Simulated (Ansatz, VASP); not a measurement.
# Os: VASP beside Ansatz

```
Os
1.0
     0.00000    1.95677    1.95677
     1.95677    0.00000    1.95677
     1.95677    1.95677    0.00000
Os
1
Direct
  0.00000 0.00000 0.00000
```

Alike in both runs: task single point; functional BLYP; k mesh 16 × 16 × 16; occupations fermi-dirac, width 0.1 eV; no spin polarisation.

```csv
,VASP,Ansatz
version,VASP 6.6.1,Ansatz 0.2.0
potentials or method,"VASP PAW PBE potentials, release 64 (Os), cutoff 520 eV","plane waves (420 eV) with PAW, scalar-relativistic"
valence electrons in the cell,8,16
```

```tsv
	VASP	Ansatz	Ansatz less VASP
pressure (GPa)	2.4	-0.2	-2.57
```

VASP's potentials were made for PBE, not for BLYP. VASP's potentials hold 8 valence electrons a cell and Ansatz's 16, so a difference there can come from the potentials and not from the codes.

Neither program's run includes spin-orbit coupling.
